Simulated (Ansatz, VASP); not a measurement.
# Ir: VASP beside Ansatz

```
CELL_PARAMETERS angstrom
4.14033 0.00000 0.00000
-2.07016 3.58563 0.00000
0.00000 0.00000 2.56637
ATOMIC_POSITIONS crystal
Ir 0.00000 0.00000 0.00000
Ir 0.33333 0.66667 0.50000
Ir 0.66667 0.33333 0.50000
```

Alike in both runs: task relaxation of cell and atoms; functional PBEsol; k mesh 6 × 6 × 8; occupations gaussian, width 0.1 eV; no spin polarisation.

```csv
,VASP,Ansatz
version,VASP 6.6.1,Ansatz 0.2.0
potentials or method,"VASP PAW PBE potentials, release 64 (Ir), cutoff 600 eV","scalar-relativistic, plane waves, PAW"
valence electrons in the cell,27,51
```

```tsv
	VASP	Ansatz	Ansatz less VASP
gap on the k mesh at the Fermi level, each at its own relaxed structure (eV)	none	none	-
relaxed volume (Å³/atom)	14.50	14.48	-0.024
relaxed length of the cell vector where the two differ most in proportion (Å)	4.338	4.334	-0.0041
```

VASP's potentials were made for PBE, not for PBEsol. A gap of «none» marks a metal or a gap that the smearing closes. VASP's potentials hold 27 valence electrons a cell and Ansatz's 51, so a difference there can come from the potentials and not from the codes.

Spin-orbit coupling is off throughout.
